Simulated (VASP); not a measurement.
The system is Pd.

```
CELL_PARAMETERS angstrom
0.00000 1.93874 1.93874
1.93874 0.00000 1.93874
1.93874 1.93874 0.00000
ATOMIC_POSITIONS crystal
Pd 0.00000 0.00000 0.00000
```

Base run:

* Program: VASP 6.6.1
* Functional: PBE
* Potentials or basis: VASP PAW PBE potentials, release 64 (Pd)
* Cutoff: 500 eV
* k mesh: 13 × 13 × 13
* Occupations: fermi-dirac, width 0.05 eV
* Spin: no spin polarisation

Its results: band gap on the k mesh zero (band 5 reaches 10.25 eV, above the bottom of band 6 at 8.67 eV); pressure 9.5 GPa.

Problem. After a change of settings the same cell gave: band gap on the k mesh zero (band 5 reaches 10.07 eV, above the bottom of band 6 at 8.49 eV); pressure -5.8 GPa. Which change was it?
A. functional from PBE to PBEsol; cutoff from 500 eV to 520 eV; further incar settings from ALGO = Normal; EDIFF = 1e-06; NBANDS = 11 to ALGO = Normal; EDIFF = 1e-07; NBANDS = 11
B. functional from PBE to LDA; potentials or basis from VASP PAW PBE potentials, release 64 (Pd) to VASP PAW LDA potentials, release 64 (Pd)
C. functional from PBE to r2SCAN; cutoff from 500 eV to 520 eV; further incar settings from ALGO = Normal; EDIFF = 1e-06; NBANDS = 11 to ALGO = Normal; EDIFF = 1e-07; NBANDS = 11

Solution. B.
